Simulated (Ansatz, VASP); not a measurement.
# One calculation of Mg3S2, two programs

```
CELL_PARAMETERS angstrom
3.64962 -0.00039 0.01226
-1.82454 3.16046 0.00047
-0.04871 -0.03039 17.31187
ATOMIC_POSITIONS crystal
Mg 0.58276 0.41606 0.17657
Mg 0.91644 0.08353 0.67658
Mg 0.25023 0.74968 0.82345
Mg 0.25092 0.75089 0.32346
Mg 0.91633 0.08276 0.99943
Mg 0.58358 0.41720 0.49944
S 0.24935 0.74929 0.08832
S 0.24989 0.75036 0.58832
S 0.91724 0.08400 0.41221
S 0.58327 0.41624 0.91222
```

Change from the starting cell: the structure that the rattled cell fell into.

Alike in both runs: functional PBE; k mesh 10 × 10 × 2; occupations gaussian, width 0.1 eV; no spin polarisation.

Ansatz relaxed the structure, and its values are those at the end. VASP's run is a single point on that final structure, the one shown.

|  | VASP | Ansatz |
| --- | --- | --- |
| version | VASP 6.6.1 | Ansatz 0.2.0 |
| potentials or method | VASP PAW PBE potentials, release 64 (Mg, S), cutoff 520 eV | scalar-relativistic, plane waves, PAW |
| valence electrons in the cell | 36 | 84 |

|  | VASP | Ansatz | Ansatz less VASP |
| --- | --- | --- | --- |
| gap on the k mesh at the Fermi level (eV) | none | none | - |
| pressure (GPa) | -0.2 | 0.0 | +0.22 |

A gap of «none» marks a metal or a gap that the smearing closes. With one functional, cell and mesh, what is left measures potentials, basis and numerics. VASP's potentials hold 36 valence electrons a cell and Ansatz's 84, so a difference there can come from the potentials and not from the codes.
